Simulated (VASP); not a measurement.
Runs of VASP 6.6.1 on CoSi2. The structure is that of space group Fm-3m (No. 225), or close to it. The cells are those of the table. 

| cell | pressure (GPa) | moment (μB) |
| --- | --- | --- |
| a = 3.710 Å, angles 60.0°, 3 atoms | 47.4 | 4.00 |
| a = 3.862 Å, angles 60.0°, 3 atoms | (a) | 4.00 |
| a = 3.762 Å, angles 60.0°, 3 atoms | 37.0 | 4.00 |
| a = 3.787 Å, angles 60.0°, 3 atoms | (b) | 4.00 |
| a = 3.736 Å, angles 60.0°, 3 atoms | 41.9 | 4.00 |

Alike in all rows: task single point; level BLYP+D4; potentials or basis VASP PAW PBE potentials, release 64 (Co_sv, Si); spin collinear, ferromagnetic start; fixed moment (μB) 4.0; k mesh 9 × 9 × 9; cutoff (eV) 690; smearing tetrahedron.

**Question.** Estimate the missing entries.

**Answer.** (a) 21.3; (b) 32.5.

Caveats: the cell stands under pressure; the PAW data sets were made with another functional, which shifts forces and pressure a little; the total moment is fixed, so each spin has its own Fermi level and the state may be an excited one.
